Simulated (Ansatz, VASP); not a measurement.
B: VASP beside Ansatz

```xyz
2
Lattice="0.0000 2.0683 2.0683 2.0683 0.0000 2.0683 2.0683 2.0683 0.0000" Properties=species:S:1:pos:R:3 pbc="T T T"
B     0.5171    0.5171    0.5171
B     3.6195    3.6195    3.6195
```

Alike in both runs: task relaxation of cell and atoms; functional PBEsol; k mesh 13 × 13 × 13; occupations fermi-dirac, width 0.1 eV; no spin polarisation.

|  | VASP | Ansatz |
| --- | --- | --- |
| version | VASP 6.6.1 | Ansatz 0.2.0 |
| potentials or method | VASP PAW PBE potentials, release 64 (B), cutoff 600 eV | plane waves (420 eV) with PAW, scalar-relativistic |
| valence electrons in the cell | 6 | 6 |

Ansatz gave:

```
relaxed volume (Å³/atom)                                     : 8.20
relaxed cell length with the largest relative difference (Å) : 2.852
```

Task: Which values does VASP return?

Result: Relaxed volume (Å³/atom): 8.21; relaxed cell length with the largest relative difference (Å): 2.853.

VASP's potentials were made for PBE, not for PBEsol, and Ansatz warns of the same on its side.
